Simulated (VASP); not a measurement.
# ZnF2 (P4_2/mnm) in VASP: a series of runs

Runs on ZnF2. Level: PBE. Tasks: single point.

Program: VASP 6.6.1. These are calculated values, not measurements. Logs are shortened: lines on timing, memory, paths and dates and some standing lists are left out, and cuts for length are marked.

## Step 1: The cell of the first run

Symmetry: P4_2/mnm, No. 136, tetragonal system. The conventional cell has a = 4.820 Å, b = 4.820 Å, c = 3.210 Å, α = 90.00°, β = 90.00°, γ = 90.00°. Within 2.7 Å of Zn (site symmetry mmm) lie 6 F at 2.06 to 2.10 Å. Within 2.7 Å of F (site symmetry m2m) lie 3 Zn at 2.06 to 2.10 Å and 1 F at 2.69 Å.

## Step 2: Single point, PBE

INCAR reads:

```
SYSTEM = ZnF2
  PREC = Accurate
  ENCUT = 600
  EDIFF = 1E-6
  ISMEAR = 0
  SIGMA = 0.01
  LREAL = .False.
  LASPH = .True.
  NELM = 120
  ALGO = Normal
  ISIF = 2
  LWAVE = .False.
  LCHARG = .False.
  GGA = PE
  NBANDS = 35
  GGA_COMPAT = .False.
```

KPOINTS reads:

```
Automatic mesh
0
Gamma
  4 4 6
  0 0 0
```

POSCAR reads:

```
ZnF2
1.0
    4.8195962132      0.0000000000      0.0000000000
    0.0000000000      4.8195962132      0.0000000000
    0.0000000000      0.0000000000      3.2102641160
Zn F
2 4
Direct
    0.0000000000      0.0000000000      0.0000000000
    0.5000000000      0.5000000000      0.5000000000
    0.3024000000      0.3024000000      0.0000000000
    0.1976000000      0.8024000000      0.5000000000
    0.6976000000      0.6976000000      0.0000000000
    0.8024000000      0.1976000000      0.5000000000
```

Potentials or basis: VASP PAW PBE potentials, release 64 (Zn, F).

Command:

```bash
> cat potpaw_PBE.64/Zn/POTCAR potpaw_PBE.64/F/POTCAR > POTCAR
> mpirun -np 1 vasp_std > vasp.out
```

OUTCAR:

```text
SYSTEM = ZnF2
   PREC = Accurate
   ENCUT = 600
   EDIFF = 1E-6
   ISMEAR = 0
   LREAL = .False.
   LASPH = .True.
   NELM = 120
   ISIF = 2
   GGA = PE

 ion  position               nearest neighbor table
   1  0.000  0.000  0.000-   3 2.06   5 2.06   4 2.10   6 2.10   4 2.10   6 2.10
   2  0.500  0.500  0.500-   4 2.06   6 2.06   5 2.10   3 2.10   3 2.10   5 2.10
   3  0.302  0.302  0.000-   1 2.06   2 2.10   2 2.10
   4  0.198  0.802  0.500-   2 2.06   1 2.10   1 2.10
   5  0.698  0.698  0.000-   1 2.06   2 2.10   2 2.10
   6  0.802  0.198  0.500-   2 2.06   1 2.10   1 2.10

  LATTYP: Found a simple tetragonal cell.
 ALAT       =     4.8195962132
 C/A-ratio  =     0.6660856997

  Lattice vectors:

 A1 = (   4.8195962132,   0.0000000000,   0.0000000000)
 A2 = (   0.0000000000,   4.8195962132,   0.0000000000)
 A3 = (   0.0000000000,   0.0000000000,   3.2102641160)

Analysis of symmetry for initial positions (statically):
=====================================================================
 Subroutine PRICEL returns:
 Original cell was already a primitive cell.

 Routine SETGRP: Setting up the symmetry group for a
 simple tetragonal supercell.

 Subroutine GETGRP returns: Found 16 space group operations
 (whereof  8 operations were pure point group operations)
 out of a pool of 16 trial point group operations.

The static configuration has the point symmetry D_2h.
 The point group associated with its full space group is D_4h.

Analysis of symmetry for dynamics (positions and initial velocities):
=====================================================================
 Subroutine PRICEL returns:
 Original cell was already a primitive cell.

 Routine SETGRP: Setting up the symmetry group for a
 simple tetragonal supercell.

 Subroutine GETGRP returns: Found 16 space group operations
 (whereof  8 operations were pure point group operations)
 out of a pool of 16 trial point group operations.

The dynamic configuration has the point symmetry D_2h.
 The point group associated with its full space group is D_4h.

 Subroutine INISYM returns: Found 16 space group operations
 (whereof  8 operations are pure point group operations),
 and found     1 'primitive' translations

----------------------------------------------------------------------------------------

                                     Primitive cell

  volume of cell :      74.5696

  direct lattice vectors                    reciprocal lattice vectors
     4.819596213  0.000000000  0.000000000     0.207486261  0.000000000  0.000000000
     0.000000000  4.819596213  0.000000000     0.000000000  0.207486261  0.000000000
     0.000000000  0.000000000  3.210264116     0.000000000  0.000000000  0.311500850

  length of vectors
     4.819596213  4.819596213  3.210264116     0.207486261  0.207486261  0.311500850

  position of ions in fractional coordinates (direct lattice)
     0.000000000  0.000000000  0.000000000
     0.500000000  0.500000000  0.500000000
     0.302400000  0.302400000  0.000000000
     0.197600000  0.802400000  0.500000000
     0.697600000  0.697600000  0.000000000
     0.802400000  0.197600000  0.500000000

  ion indices of the primitive-cell ions
   primitive index   ion index
                 1           1
                 2           2
                 3           3
                 4           4
                 5           5
                 6           6

----------------------------------------------------------------------------------------

 KPOINTS: Automatic mesh

Automatic generation of k-mesh.
 Grid dimensions read from file:
 generate k-points for:    4    4    6

 Generating k-lattice:

  Cartesian coordinates                     Fractional coordinates (reciprocal lattice)
     0.051871565  0.000000000  0.000000000     0.250000000  0.000000000  0.000000000
     0.000000000  0.051871565  0.000000000     0.000000000  0.250000000  0.000000000
     0.000000000  0.000000000  0.051916808     0.000000000  0.000000000  0.166666667

  Length of vectors
     0.051871565  0.051871565  0.051916808

  Shift w.r.t. Gamma in fractional coordinates (k-lattice)
     0.000000000  0.000000000  0.000000000

 Subroutine IBZKPT returns following result:
 ===========================================

 Found     24 irreducible k-points:

 Following reciprocal coordinates:
            Coordinates               Weight
  0.000000  0.000000  0.000000      1.000000
  0.250000  0.000000  0.000000      4.000000
  0.500000  0.000000  0.000000      2.000000
  0.250000  0.250000  0.000000      4.000000
  0.500000  0.250000  0.000000      4.000000
  0.500000  0.500000  0.000000      1.000000
[... 16 lines left out ...]
  0.500000  0.250000  0.500000      4.000000
  0.500000  0.500000  0.500000      1.000000
   k-points           NKPTS =     24   k-points in BZ     NKDIM =     24   number of bands    NBANDS=     35
   number of dos      NEDOS =    301   number of ions     NIONS =      6
   total plane-waves  NPLWV =  44800
   dimension x,y,z NGX =    40 NGY =   40 NGZ =   28
   dimension x,y,z NGXF=    80 NGYF=   80 NGZF=   56
   ions per type =               2   4
   NGX,Y,Z   is equivalent  to a cutoff of  13.80, 13.80, 14.50 a.u.
   NGXF,Y,Z  is equivalent  to a cutoff of  27.59, 27.59, 29.00 a.u.
 SYSTEM =  ZnF2
   PREC   = accura    normal or accurate (medium, high low for compatibility)
   ISTART =      0    job   : 0-new  1-cont  2-samecut
   ICHARG =      2    charge: 1-file 2-atom 10-const
   ISPIN  =      1    spin polarized calculation?
   LNONCOLLINEAR =      F non collinear calculations
   LSORBIT =      F    spin-orbit coupling
   LASPH  =      T    aspherical Exc in radial PAW
   ENCUT  =  600.0 eV  44.10 Ry    6.64 a.u.   9.63  9.63  6.41*2*pi/ulx,y,z
   NELM   =    120;   NELMIN=  2; NELMDL= -5     # of ELM steps
   EDIFF  = 0.1E-05   stopping-criterion for ELM
   LREAL  =      F    real-space projection
   EDIFFG = 0.1E-04   stopping-criterion for IOM
   NSW    =      0    number of steps for IOM
   IBRION =     -1    ionic relax: 0-MD 1-quasi-New 2-CG
   NFREE  =      0    steps in history (QN), initial steepest desc. (CG)
   ISIF   =      2    stress and relaxation
   ISYM   =      2    0-nonsym 1-usesym 2-fastsym
   POTIM  = 0.5000    time-step for ionic-motion
   TEBEG  =    0.0;   TEEND  =   0.0 temperature during run
   PSTRESS=    0.0 pullay stress
   NELECT =      52.0000    total number of electrons
   NUPDOWN=      -1.0000    fix difference up-down
   EMIN   =  10.00;   EMAX   =-10.00  energy-range for DOS
   EFERMI =   0.00;   METHOD = LEGACY
   ISMEAR =     0;   SIGMA  =   0.01  broadening in eV -4-tet -1-fermi 0-gaus
   EFERMI_NEDOS =   21; number of points for ismear=-14 and -15
   IALGO  =     38    algorithm
   IMIX   =      4    mixing-type and parameters
     AMIX     =   0.40;   BMIX     =  1.00
     AMIX_MAG =   1.60;   BMIX_MAG =  1.00
  volume/ion in A,a.u.               =      12.43        83.87
  Fermi-wavevector in a.u.,A,eV,Ry     =   1.451739  2.743389 28.674912  2.107547
  Thomas-Fermi vector in A             =   2.569202
   LORBIT       =      0    0 simple, 1 ext, 2 COOP (PROOUT), +10 PAW based schemes
   GGA     = PE    functional components
   LHFCALC =     F    Hartree Fock is set to
   AEXX    =    0.0000 exact exchange contribution
   IVDW    =     0    specifies the selected vdW correction
   LEPSILON=     F    determine dielectric tensor
   LRPA    =     F    only Hartree local field effects (RPA)
 non-spin polarized calculation
 Gauss-broadening in eV      SIGMA  =   0.01
  energy-cutoff  :      600.00
  volume of cell :       74.57
 maximum number of plane-waves:      2529
 NGX is ok and might be reduce to    40
   NGX = 19   NGY = 19   NGZ = 13

 number of electron      51.9999962 magnetization

 Free energy of the ion-electron system (eV)
  ---------------------------------------------------
  ext. energy  EPLUGINS =         0.00000000
  ---------------------------------------------------
  free energy    TOTEN  =       -23.24699162 eV

  energy without entropy =      -23.24699162  energy(sigma->0) =      -23.24699162

 E-fermi :  -1.8004     XC(G=0):  -9.9001

 val. band max:       -1.8664280712   @ k =   0.0000   0.0000   0.0000
 cond. band min:       1.4881033720   @ k =   0.0000   0.0000   0.0000
 fundamental gap:      3.3545314433
 Fermi energy:        -1.8003631799

 k-point     1 :       0.0000    0.0000    0.0000
  band No.  band energies     occupation
      1     -23.1314      2.00000
      2     -22.4916      2.00000
      3     -22.4916      2.00000
      4     -22.4503      2.00000
      5      -7.4511      2.00000
      6      -6.7287      2.00000
[... 27 lines left out ...]
     34      12.7531      0.00000
     35      12.9424      0.00000

 k-point     2 :       0.2500    0.0000    0.0000
  band No.  band energies     occupation
      1     -23.0527      2.00000
      2     -22.6277      2.00000
      3     -22.4745      2.00000
      4     -22.4183      2.00000
      5      -7.1799      2.00000
      6      -6.6295      2.00000
[... 27 lines left out ...]
     34      13.4411      0.00000
     35      13.8649      0.00000

 k-point     3 :       0.5000    0.0000    0.0000
  band No.  band energies     occupation
      1     -22.8532      2.00000
      2     -22.8532      2.00000
      3     -22.4376      2.00000
      4     -22.4376      2.00000
      5      -6.6175      2.00000
      6      -6.6175      2.00000
[... 27 lines left out ...]
     34      13.6335      0.00000
     35      14.2291      0.00000

 k-point     4 :       0.2500    0.2500    0.0000
  band No.  band energies     occupation
      1     -22.9846      2.00000
      2     -22.6587      2.00000
      3     -22.5090      2.00000
      4     -22.4274      2.00000
      5      -7.1416      2.00000
      6      -6.5511      2.00000
[... 27 lines left out ...]
     34      13.0652      0.00000
     35      13.6799      0.00000

 k-point     5 :       0.5000    0.2500    0.0000
  band No.  band energies     occupation
      1     -22.8167      2.00000
      2     -22.8167      2.00000
      3     -22.4764      2.00000
      4     -22.4764      2.00000
      5      -6.8943      2.00000
      6      -6.8943      2.00000
[... 638 lines left out ...]
 k-point    22 :       0.2500    0.2500    0.5000
  band No.  band energies     occupation
      1     -22.6473      2.00000
      2     -22.6213      2.00000
      3     -22.4925      2.00000
      4     -22.4650      2.00000
      5      -6.5778      2.00000
      6      -6.3565      2.00000
[... 27 lines left out ...]
     34      12.2172      0.00000
     35      12.9954      0.00000

 k-point    23 :       0.5000    0.2500    0.5000
  band No.  band energies     occupation
      1     -22.6251      2.00000
      2     -22.6251      2.00000
      3     -22.4867      2.00000
      4     -22.4867      2.00000
      5      -6.6014      2.00000
      6      -6.6014      2.00000
[... 27 lines left out ...]
     34      11.3785      0.00000
     35      14.0356      0.00000

 k-point    24 :       0.5000    0.5000    0.5000
  band No.  band energies     occupation
      1     -22.6303      2.00000
      2     -22.6303      2.00000
      3     -22.4795      2.00000
      4     -22.4795      2.00000
      5      -6.7293      2.00000
      6      -6.7293      2.00000
[... 27 lines left out ...]
     34      10.5833      0.00000
     35      14.9881      0.00000

------------------------ aborting loop because EDIFF is reached ----------------------------------------

  FORCE on cell =-STRESS in cart. coord.  units (eV):
  Direction    XX          YY          ZZ          XY          YZ          ZX
  --------------------------------------------------------------------------------------
  -------------------------------------------------------------------------------------
  Total       -0.7654376     -0.7654376     -1.0687474     -0.0000000      0.0000000      0.0000000
  in kB      -16.4459244    -16.4459244    -22.9627338     -0.0000000      0.0000000      0.0000000
  external PRESSURE =     -18.6181942 kB  Pullay stress =       0.0000000 kB

 VOLUME and BASIS-vectors are now :
 -----------------------------------------------------------------------------
  energy-cutoff  :      600.00
  volume of cell :       74.57
      direct lattice vectors                 reciprocal lattice vectors
     4.819596213  0.000000000  0.000000000     0.207486261  0.000000000  0.000000000
     0.000000000  4.819596213  0.000000000     0.000000000  0.207486261  0.000000000
     0.000000000  0.000000000  3.210264116     0.000000000  0.000000000  0.311500850

 POSITION                                       TOTAL-FORCE (eV/Angst)
 -----------------------------------------------------------------------------------
      0.00000      0.00000      0.00000         0.000000      0.000000      0.000000
      2.40980      2.40980      1.60513         0.000000      0.000000      0.000000
      1.45745      1.45745      0.00000         0.072852      0.072852     -0.000000
      0.95235      3.86724      1.60513        -0.072852      0.072852     -0.000000
      3.36215      3.36215      0.00000        -0.072852     -0.072852      0.000000
      3.86724      0.95235      1.60513         0.072852     -0.072852      0.000000
 -----------------------------------------------------------------------------------
    total drift:                               -0.000000      0.000000     -0.000000

  FREE ENERGIE OF THE ION-ELECTRON SYSTEM (eV)
  ---------------------------------------------------
  free  energy   TOTEN  =       -23.2469916239 eV

  energy  without entropy=      -23.2469916239  energy(sigma->0) =      -23.24699162
```

Run time: 46 s. Hardware: 1 thread of Intel Xeon Platinum 8559C (Emerald Rapids), shared host; peak memory 0.22 GiB.

Results:

```yaml
Free_energy: -23.2470 eV
Pressure: -1.9 GPa
Largest_force: 0.103 eV/Å
Band_gap_on_the_k_mesh: 3.35 eV, direct
```

Forces in eV/Å, atoms in the order of the input:
```
Zn   0.000  0.000  0.000
Zn   0.000  0.000  0.000
F    0.073  0.073  0.000
F   -0.073  0.073  0.000
F   -0.073 -0.073  0.000
F    0.073 -0.073  0.000
```

PBE gaps usually lie below the measured ones, often by a third to a half.

## Step 3: Single point, PBE

This run uses another cell than the first one, of 12.72 Å³/atom, 1.023 times its volume.

INCAR reads:

```
ALGO     = Normal         # electronic algorithm
EDIFF    = 1E-6           # SCF threshold, eV
ENCUT    = 600            # plane-wave cutoff, eV
GGA      = PE             # functional
GGA_COMPAT= F            
ISIF     = 2              # what is computed and relaxed
ISMEAR   = 0              # smearing method
LASPH    = T              # aspherical terms in the spheres
LCHARG   = T              # write CHGCAR
LELF     = T              # ELF
LREAL    = F              # projectors in reciprocal space
LVHAR    = T            
LWAVE    = F              # write WAVECAR
NBANDS   = 35             # bands
NELM     = 120            # most SCF steps
PREC     = Accurate       # precision mode
SIGMA    = 0.01           # smearing width, eV
```

KPOINTS reads:

```
k-points
0
Gamma
  4 4 6
```

Edit POSCAR of step 2 so:

```diff
@@ -2,5 +2,5 @@
 1.0
-    4.8195962132      0.0000000000      0.0000000000
-    0.0000000000      4.8195962132      0.0000000000
-    0.0000000000      0.0000000000      3.2102641160
+    4.8566714872      0.0000000000      0.0000000000
+    0.0000000000      4.8566714872      0.0000000000
+    0.0000000000      0.0000000000      3.2349594258
 Zn F
```

Potentials or basis: VASP PAW PBE potentials, release 64 (Zn, F).

Command:

```bash
> cat potpaw_PBE.64/Zn/POTCAR potpaw_PBE.64/F/POTCAR > POTCAR
> mpirun -np 1 vasp_std > vasp.out
```

OUTCAR:

```text
EDIFF = 1E-6
   ENCUT = 600
   GGA = PE
   ISIF = 2
   ISMEAR = 0
   LASPH = T
   LREAL = F
   NELM = 120
   PREC = Accurate

 ion  position               nearest neighbor table
   1  0.000  0.000  0.000-   3 2.08   5 2.08   4 2.11   6 2.11   4 2.11   6 2.11
   2  0.500  0.500  0.500-   4 2.08   6 2.08   5 2.11   3 2.11   3 2.11   5 2.11
   3  0.302  0.302  0.000-   1 2.08   2 2.11   2 2.11
   4  0.198  0.802  0.500-   2 2.08   1 2.11   1 2.11
   5  0.698  0.698  0.000-   1 2.08   2 2.11   2 2.11
[... 1120 lines left out ...]
  -------------------------------------------------------------------------------------
  Total       -1.6882660     -1.6882660     -2.1733020     -0.0000000      0.0000000      0.0000000
  in kB      -35.4490966    -35.4490966    -45.6335621     -0.0000000      0.0000000      0.0000000
  external PRESSURE =     -38.8439184 kB  Pullay stress =       0.0000000 kB

 VOLUME and BASIS-vectors are now :
 -----------------------------------------------------------------------------
  energy-cutoff  :      600.00
  volume of cell :       76.30
      direct lattice vectors                 reciprocal lattice vectors
     4.856671487  0.000000000  0.000000000     0.205902335  0.000000000  0.000000000
     0.000000000  4.856671487  0.000000000     0.000000000  0.205902335  0.000000000
     0.000000000  0.000000000  3.234959426     0.000000000  0.000000000  0.309122888

 POSITION                                       TOTAL-FORCE (eV/Angst)
 -----------------------------------------------------------------------------------
      0.00000      0.00000      0.00000         0.000000      0.000000     -0.000000
      2.42834      2.42834      1.61748         0.000000      0.000000     -0.000000
      1.46866      1.46866      0.00000         0.090404      0.090404     -0.000000
      0.95968      3.89699      1.61748        -0.090404      0.090404     -0.000000
      3.38801      3.38801      0.00000        -0.090404     -0.090404      0.000000
      3.89699      0.95968      1.61748         0.090404     -0.090404      0.000000
 -----------------------------------------------------------------------------------
    total drift:                               -0.000000      0.000000     -0.000000

  FREE ENERGIE OF THE ION-ELECTRON SYSTEM (eV)
  ---------------------------------------------------
  free  energy   TOTEN  =       -23.2202666199 eV

  energy  without entropy=      -23.2202666199  energy(sigma->0) =      -23.22026662
```

stdout:

```text
POSCAR found type information on POSCAR ZnF
 POSCAR found :  2 types and       6 ions
 scaLAPACK will be used
 LDA part: xc-table for (Slater+PW92), standard interpolation
 POSCAR, INCAR and KPOINTS ok, starting setup
 FFT: planning ... GRIDC
 FFT: planning ... GRID_SOFT
 FFT: planning ... GRID
 WAVECAR not read
 entering main loop
```

Wall time 51 s (1 thread of Intel Xeon Platinum 8559C (Emerald Rapids), shared host); peak memory 0.22 GiB.

What came out:

| Quantity | Value |
| --- | --- |
| Free energy | -23.2203 eV |
| Pressure | -3.9 GPa |
| Largest force | 0.128 eV/Å |
| Band gap on the k mesh | 3.32 eV, direct |

Forces on the atoms (eV/Å):
```
Zn   0.000  0.000  0.000
Zn   0.000  0.000  0.000
F    0.090  0.090  0.000
F   -0.090  0.090  0.000
F   -0.090 -0.090  0.000
F    0.090 -0.090  0.000
```

Stress tensor (GPa, compression positive):
```
-3.54  0.00  0.00
 0.00 -3.54  0.00
 0.00  0.00 -4.56
```

Levels at points of the mesh, in eV from the valence-band top:
```tsv
k point	band 23	band 24	band 25	band 26	band 27	band 28	band 29	band 30
(0.00, 0.00, 0.00)	-0.71	-0.27	-0.27	0.00	3.32	8.73	9.57	9.57
(0.50, 0.00, 0.00)	-0.51	-0.51	-0.34	-0.34	5.79	5.79	10.42	10.42
(0.50, 0.50, 0.00)	-0.90	-0.90	-0.29	-0.29	6.57	6.57	9.09	9.09
(0.00, 0.00, 0.50)	-1.11	-1.11	-1.02	-1.02	7.74	7.74	11.49	11.49
(0.50, 0.00, 0.50)	-1.00	-1.00	-0.01	-0.01	8.16	8.16	10.12	10.12
(0.50, 0.50, 0.50)	-1.04	-1.04	-0.67	-0.67	7.57	7.57	11.46	11.46
```

Expect the measured gap to be larger: semilocal functionals such as PBE lack the derivative discontinuity.
